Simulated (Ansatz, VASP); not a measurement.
Ta2Ti: VASP beside Ansatz

```
CELL_PARAMETERS angstrom
4.88349 0.00000 0.00000
-2.44174 4.22922 0.00000
0.00000 0.00000 5.47969
ATOMIC_POSITIONS crystal
Ti 0.00000 0.00000 0.00000
Ti 0.00000 0.00000 0.50000
Ta 0.33333 0.66667 0.50001
Ta 0.66667 0.33333 0.00001
Ta 0.66667 0.33333 0.49999
Ta 0.33333 0.66667 0.99999
```

Alike in both runs: functional PBE; k mesh 6 × 6 × 2; occupations gaussian, width 0.1 eV; no spin polarisation.

Ansatz relaxed the structure, and its values are those at the end. VASP's run is a single point on that final structure, the one shown.

|  | VASP | Ansatz |
| --- | --- | --- |
| version | VASP 6.6.1 | Ansatz 0.2.0 |
| potentials or method | VASP PAW PBE potentials, release 64 (Ti_sv, Ta_pv), cutoff 520 eV | scalar-relativistic, plane waves, PAW |
| valence electrons in the cell | 68 | 76 |

|  | VASP | Ansatz | Ansatz less VASP |
| --- | --- | --- | --- |
| gap on the k mesh at the Fermi level (eV) | none | none | - |
| pressure (GPa) | -0.1 | -0.1 | -0.02 |

A gap of «none» marks a metal or a gap that the smearing closes. VASP's potentials hold 68 valence electrons a cell and Ansatz's 76, so a difference there can come from the potentials and not from the codes.

The k mesh is coarse, so the values compare programs but aren't converged. Neither program's run includes spin-orbit coupling.
